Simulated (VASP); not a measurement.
# Ni (P6_3/mmc) in VASP: notebook

Runs on Ni. Level: RPBE. Tasks: single point.

Everything below comes from runs of VASP 6.6.1. Logs are shortened: lines on timing, memory, paths and dates and some standing lists are left out, and cuts for length are marked.

### 1 The cell of the first run

The structure is hexagonal, space group P6_3/mmc (No. 194). The conventional cell has a = 2.573 Å, b = 2.573 Å, c = 8.430 Å, α = 90.00°, β = 90.00°, γ = 120.00°. Ni (site symmetry -3m) has 12 Ni at 2.57 to 2.58 Å within 3.4 Å. Within 3.4 Å of Ni (site symmetry -6m2) lie 12 Ni at 2.57 to 2.58 Å.

### 2 Single point, RPBE (volume scaled by 1.08)

Input file INCAR:

```
SYSTEM = Ni
  ALGO = Normal
  EDIFF = 1E-6
  ENCUT = 520
  GGA = RP
  ISIF = 2
  ISMEAR = -1
  LASPH = .TRUE.
  LCHARG = .FALSE.
  LREAL = .FALSE.
  LWAVE = .FALSE.
  NBANDS = 28
  NELM = 100
  PREC = Accurate
  SIGMA = 0.1
```

Input file KPOINTS:

```
k-points
0
G
  16 16 5
  0 0 0
```

Input file POSCAR:

```
Ni
1.0
    2.5730333096      0.0000000000      0.0000000000
   -1.2865166548      2.2283122109      0.0000000000
    0.0000000000      0.0000000000      8.4301678435
Ni
4
Direct
    0.0000000000      1.0000000000      0.0000000000
    0.0000000000      1.0000000000      0.5000000000
    0.3333333333      0.6666666667      0.2500000000
    0.6666666667      0.3333333333      0.7500000000
```

Potentials or basis: VASP PAW PBE potentials, release 64 (Ni).

Run with:

```bash
$ cat potpaw_PBE.64/Ni/POTCAR > POTCAR
$ mpirun -np 1 vasp_std > vasp.out
```

OUTCAR:

```text
SYSTEM = Ni
   EDIFF = 1E-6
   ENCUT = 520
   GGA = RP
   ISIF = 2
   ISMEAR = -1
   LASPH = .TRUE.
   LREAL = .FALSE.
   NELM = 100
   PREC = Accurate

 ion  position               nearest neighbor table
   1  0.000  0.000  0.000-   3 2.58   4 2.58   4 2.58   3 2.58   4 2.58   3 2.58
   2  0.000  0.000  0.500-   3 2.58   4 2.58   4 2.58   3 2.58   4 2.58   3 2.58
   3  0.333  0.667  0.250-   1 2.58   2 2.58   1 2.58   2 2.58   1 2.58   2 2.58
   4  0.667  0.333  0.750-   1 2.58   2 2.58   1 2.58   2 2.58   1 2.58   2 2.58

  LATTYP: Found a hexagonal cell.
 ALAT       =     2.5730333096
 C/A-ratio  =     3.2763539485

  Lattice vectors:

 A1 = (   2.5730333096,   0.0000000000,   0.0000000000)
 A2 = (  -1.2865166548,   2.2283122109,   0.0000000000)
 A3 = (   0.0000000000,   0.0000000000,   8.4301678435)

Analysis of symmetry for initial positions (statically):
=====================================================================
 Subroutine PRICEL returns:
 Original cell was already a primitive cell.

 Routine SETGRP: Setting up the symmetry group for a
 hexagonal supercell.

 Subroutine GETGRP returns: Found 24 space group operations
 (whereof 12 operations were pure point group operations)
 out of a pool of 24 trial point group operations.

The static configuration has the point symmetry D_3d.
 The point group associated with its full space group is D_6h.

Analysis of symmetry for dynamics (positions and initial velocities):
=====================================================================
 Subroutine PRICEL returns:
 Original cell was already a primitive cell.

 Routine SETGRP: Setting up the symmetry group for a
 hexagonal supercell.

 Subroutine GETGRP returns: Found 24 space group operations
 (whereof 12 operations were pure point group operations)
 out of a pool of 24 trial point group operations.

The dynamic configuration has the point symmetry D_3d.
 The point group associated with its full space group is D_6h.

 Subroutine INISYM returns: Found 24 space group operations
 (whereof 12 operations are pure point group operations),
 and found     1 'primitive' translations

----------------------------------------------------------------------------------------

                                     Primitive cell

  volume of cell :      48.3345

  direct lattice vectors                    reciprocal lattice vectors
     2.573033310  0.000000000  0.000000000     0.388646348  0.224385074  0.000000000
    -1.286516655  2.228312211  0.000000000     0.000000000  0.448770148  0.000000000
     0.000000000  0.000000000  8.430167843     0.000000000  0.000000000  0.118621600

  length of vectors
     2.573033310  2.573033310  8.430167843     0.448770148  0.448770148  0.118621600

  position of ions in fractional coordinates (direct lattice)
     0.000000000  0.000000000  0.000000000
     0.000000000  0.000000000  0.500000000
     0.333333333  0.666666667  0.250000000
     0.666666667  0.333333333  0.750000000

  ion indices of the primitive-cell ions
   primitive index   ion index
                 1           1
                 2           2
                 3           3
                 4           4

----------------------------------------------------------------------------------------

 KPOINTS: k-points

Automatic generation of k-mesh.
 Grid dimensions read from file:
 generate k-points for:   16   16    5

 Generating k-lattice:

  Cartesian coordinates                     Fractional coordinates (reciprocal lattice)
     0.024290397  0.014024067  0.000000000     0.062500000  0.000000000  0.000000000
     0.000000000  0.028048134  0.000000000     0.000000000  0.062500000  0.000000000
     0.000000000  0.000000000  0.023724320     0.000000000  0.000000000  0.200000000

  Length of vectors
     0.028048134  0.028048134  0.023724320

  Shift w.r.t. Gamma in fractional coordinates (k-lattice)
     0.000000000  0.000000000  0.000000000

 Subroutine IBZKPT returns following result:
 ===========================================

 Found     90 irreducible k-points:

 Following reciprocal coordinates:
            Coordinates               Weight
  0.000000  0.000000  0.000000      1.000000
  0.062500  0.000000  0.000000      6.000000
  0.125000  0.000000  0.000000      6.000000
  0.187500  0.000000  0.000000      6.000000
  0.250000  0.000000  0.000000      6.000000
  0.312500  0.000000  0.000000      6.000000
[... 16 lines left out ...]
  0.187500  0.187500  0.000000      6.000000
  0.250000  0.187500  0.000000     12.000000
 [... further k-points ...]
   k-points           NKPTS =     90   k-points in BZ     NKDIM =     90   number of bands    NBANDS=     28
   number of dos      NEDOS =    301   number of ions     NIONS =      4
   total plane-waves  NPLWV =  25600
   dimension x,y,z NGX =    20 NGY =   20 NGZ =   64
   dimension x,y,z NGXF=    40 NGYF=   40 NGZF=  128
   ions per type =               4
   NGX,Y,Z   is equivalent  to a cutoff of  12.92, 12.92, 12.62 a.u.
   NGXF,Y,Z  is equivalent  to a cutoff of  25.84, 25.84, 25.24 a.u.
 SYSTEM =  Ni
   PREC   = accura    normal or accurate (medium, high low for compatibility)
   ISTART =      0    job   : 0-new  1-cont  2-samecut
   ICHARG =      2    charge: 1-file 2-atom 10-const
   ISPIN  =      1    spin polarized calculation?
   LNONCOLLINEAR =      F non collinear calculations
   LSORBIT =      F    spin-orbit coupling
   LASPH  =      T    aspherical Exc in radial PAW
   ENCUT  =  520.0 eV  38.22 Ry    6.18 a.u.   4.78  4.78 15.67*2*pi/ulx,y,z
   NELM   =    100;   NELMIN=  2; NELMDL= -5     # of ELM steps
   EDIFF  = 0.1E-05   stopping-criterion for ELM
   LREAL  =      F    real-space projection
   EDIFFG = 0.1E-04   stopping-criterion for IOM
   NSW    =      0    number of steps for IOM
   IBRION =     -1    ionic relax: 0-MD 1-quasi-New 2-CG
   NFREE  =      0    steps in history (QN), initial steepest desc. (CG)
   ISIF   =      2    stress and relaxation
   ISYM   =      2    0-nonsym 1-usesym 2-fastsym
   POTIM  = 0.5000    time-step for ionic-motion
   TEBEG  =    0.0;   TEEND  =   0.0 temperature during run
   PSTRESS=    0.0 pullay stress
   NELECT =      40.0000    total number of electrons
   NUPDOWN=      -1.0000    fix difference up-down
   EMIN   =  10.00;   EMAX   =-10.00  energy-range for DOS
   EFERMI =   0.00;   METHOD = LEGACY
   ISMEAR =    -1;   SIGMA  =   0.10  broadening in eV -4-tet -1-fermi 0-gaus
   EFERMI_NEDOS =   21; number of points for ismear=-14 and -15
   IALGO  =     38    algorithm
   IMIX   =      4    mixing-type and parameters
     AMIX     =   0.40;   BMIX     =  1.00
     AMIX_MAG =   1.60;   BMIX_MAG =  1.00
  volume/ion in A,a.u.               =      12.08        81.54
  Fermi-wavevector in a.u.,A,eV,Ry     =   1.537006  2.904520 32.142239  2.362388
  Thomas-Fermi vector in A             =   2.643575
   LORBIT       =      0    0 simple, 1 ext, 2 COOP (PROOUT), +10 PAW based schemes
   GGA     = RP    functional components
   LHFCALC =     F    Hartree Fock is set to
   AEXX    =    0.0000 exact exchange contribution
   IVDW    =     0    specifies the selected vdW correction
   LEPSILON=     F    determine dielectric tensor
   LRPA    =     F    only Hartree local field effects (RPA)
 non-spin polarized calculation
  energy-cutoff  :      520.00
  volume of cell :       48.33
 maximum number of plane-waves:      1320
 NGX is ok and might be reduce to    20
   NGX =  9   NGY =  9   NGZ = 31

 number of electron      39.9999976 magnetization

 Free energy of the ion-electron system (eV)
  ---------------------------------------------------
  ext. energy  EPLUGINS =         0.00000000
  ---------------------------------------------------
  free energy    TOTEN  =       -19.60311175 eV

  energy without entropy =      -19.21123895  energy(sigma->0) =      -19.40717535

 E-fermi :   7.9601     XC(G=0): -12.5180

 val. band max:        7.9600722036   @ k =   0.4375   0.0000   0.4000
 cond. band min:       7.9631591096   @ k =   0.2500   0.2500   0.0000
 fundamental gap:      0.0030869060
 Fermi energy:         7.9601219000

 k-point     1 :       0.0000    0.0000    0.0000
  band No.  band energies     occupation
      1      -0.1945      2.00000
      2       1.8967      2.00000
      3       1.8972      2.00000
      4       4.0723      2.00000
      5       6.0286      2.00000
      6       6.0511      2.00000
[... 20 lines left out ...]
     27      21.5095      0.00000
     28      29.5079      0.00000

 k-point     2 :       0.0625    0.0000    0.0000
  band No.  band energies     occupation
      1      -0.0683      2.00000
      2       2.0091      2.00000
      3       2.0096      2.00000
      4       4.1522      2.00000
      5       5.9668      2.00000
      6       6.0204      2.00000
[... 20 lines left out ...]
     27      21.6055      0.00000
     28      28.0842      0.00000

 k-point     3 :       0.1250    0.0000    0.0000
  band No.  band energies     occupation
      1       0.3051      2.00000
      2       2.3352      2.00000
      3       2.3358      2.00000
      4       4.3743      2.00000
      5       5.8300      2.00000
      6       5.9415      2.00000
[... 20 lines left out ...]
     27      21.8874      0.00000
     28      25.1909      0.00000

 k-point     4 :       0.1875    0.0000    0.0000
  band No.  band energies     occupation
      1       0.9088      2.00000
      2       2.8349      2.00000
      3       2.8359      2.00000
      4       4.6763      2.00000
      5       5.6849      2.00000
      6       5.8011      2.00000
[... 578 lines left out ...]
     27      18.0281      0.00000
     28      18.2991      0.00000

 k-point    23 :       0.1875    0.1875    0.0000
  band No.  band energies     occupation
      1       2.8578      2.00000
      2       4.1415      2.00000
      3       4.1472      2.00000
      4       5.2598      2.00000
      5       5.2666      2.00000
      6       5.4341      2.00000
[... 20 lines left out ...]
     27      18.9116      0.00000
     28      20.7962      0.00000

 k-point    24 :       0.2500    0.1875    0.0000
  band No.  band energies     occupation
      1       3.7145      2.00000
      2       4.4895      2.00000
      3       4.5031      2.00000
      4       5.1594      2.00000
      5       5.2065      2.00000
      6       5.4334      2.00000
[... 20 lines left out ...]
     27      18.0311      0.00000
     28      18.6572      0.00000

 [... further k-points ...]

------------------------ aborting loop because EDIFF is reached ----------------------------------------

  FORCE on cell =-STRESS in cart. coord.  units (eV):
  Direction    XX          YY          ZZ          XY          YZ          ZX
  --------------------------------------------------------------------------------------
  -------------------------------------------------------------------------------------
  Total       -3.3231231     -3.3231231     -3.3479653      0.0000000      0.0000000      0.0000000
  in kB     -110.1537624   -110.1537624   -110.9772261      0.0000000      0.0000000      0.0000000
  external PRESSURE =    -110.4282503 kB  Pullay stress =       0.0000000 kB

 VOLUME and BASIS-vectors are now :
 -----------------------------------------------------------------------------
  energy-cutoff  :      520.00
  volume of cell :       48.33
      direct lattice vectors                 reciprocal lattice vectors
     2.573033310  0.000000000  0.000000000     0.388646348  0.224385074  0.000000000
    -1.286516655  2.228312211  0.000000000     0.000000000  0.448770148  0.000000000
     0.000000000  0.000000000  8.430167843     0.000000000  0.000000000  0.118621600

 POSITION                                       TOTAL-FORCE (eV/Angst)
 -----------------------------------------------------------------------------------
      0.00000      0.00000      0.00000        -0.000000      0.000000     -0.000000
      0.00000      0.00000      4.21508        -0.000000      0.000000     -0.000000
     -0.00000      1.48554      2.10754        -0.000000      0.000000      0.000000
      1.28652      0.74277      6.32263         0.000000     -0.000000      0.000000
 -----------------------------------------------------------------------------------
    total drift:                                0.000000     -0.000000      0.000000

  FREE ENERGIE OF THE ION-ELECTRON SYSTEM (eV)
  ---------------------------------------------------
  free  energy   TOTEN  =       -19.6031117475 eV

  energy  without entropy=      -19.2112389548  energy(sigma->0) =      -19.40717535
```

It took 85 s on 1 thread of Intel Xeon Platinum 8488C (Sapphire Rapids), shared host; peak memory 0.22 GiB.

Results:

* Free energy: -19.6031 eV
* Pressure: -11.0 GPa
* Band gap on the k mesh: zero (band 20 reaches 8.03 eV, above the bottom of band 21 at 7.55 eV)

Caveat: the PAW data sets were made with another functional, which shifts forces and pressure a little; the run has no spin polarisation, though such a crystal can be magnetic.

[end of part 1 of 2]
